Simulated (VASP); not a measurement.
Set up this calculation in VASP 6.6.1, as the native input.

```
Task                   : single point
Functional             : PBE
Potentials or basis    : VASP PAW PBE potentials, release 64 (Al, Ti_sv)
Cutoff                 : 520 eV
k mesh                 : 2 × 2 × 2, shifted
Occupations            : gaussian, width 0.1 eV
Spin                   : no spin polarisation
Dipole correction      : no
Further INCAR settings : LREAL = Auto; ALGO = Fast; EDIFF = 1e-06; NBANDS = 92; ISYM = 0
```

The structure of Ti3Al lies in POSCAR:

```
Ti3Al
1.0
   -4.0279951245      4.0794270783     -4.0802516070
    4.0280535933      4.0814369130      4.0822029729
    4.0280104381     -4.0813784442     -4.0822182865
Al Ti
4 12
Direct
    0.2513482027      1.0008099053      0.7513049768
    0.7491129562      0.4999588714      0.7499050898
    0.2512865931      0.2511640163      0.5009125886
    0.7536349749      1.0022343231      0.2521337181
   -0.0010342004      0.2534840829      0.7540685818
    0.5037694207     -0.0018697707      0.4986884839
    0.4990624715      0.7531053904      0.7559923797
    0.0035298597      0.5053157026      0.5082161475
    0.4990953973      0.2438750935      0.2467301580
    0.7510753340      0.7520323145      0.5000103694
    1.0036516985      0.9960321562     -0.0010361900
    0.2513839775      0.5000005770      0.2521245020
    0.9989222789      0.7456114372      0.2462546874
    0.7515580462      0.2520725478      0.0000433016
    0.5037746870      0.5057737378      0.0063987981
    0.2512220467      0.7502533547      0.0017076790
```

The input as run:

INCAR

```
PREC = Accurate ; ENCUT = 520
EDIFF = 1E-6 ; ISMEAR = 0
SIGMA = 0.1 ; LREAL = Auto
LASPH = T ; NELM = 100
ALGO = Fast ; ISIF = 2
LWAVE = F ; LCHARG = F
GGA = PE ; NBANDS = 92
ISYM = 0
```

KPOINTS

```
Automatic mesh
0
Gamma
  2 2 2
  0.5 0.5 0.5
```

Potentials or basis: VASP PAW PBE potentials, release 64 (Al, Ti_sv).

Launch:

```bash
$ cat potpaw_PBE.64/Al/POTCAR potpaw_PBE.64/Ti_sv/POTCAR > POTCAR
$ mpirun -np 1 vasp_std > vasp.out
```

Results of the run:

```
Pressure               : -0.1 GPa
Largest force          : 0.019 eV/Å
Band gap on the k mesh : zero (bands 78 and 79 overlap by 0.03 eV)
```

Caveat: the k points lie up to 0.55 Å⁻¹ apart.

Wall time 13 min on 1 thread of Intel(R) Xeon(R) Platinum 8259CL CPU @ 2.50GHz (Skylake/Cascade Lake), on a shared host, peak memory 0.41 GiB.
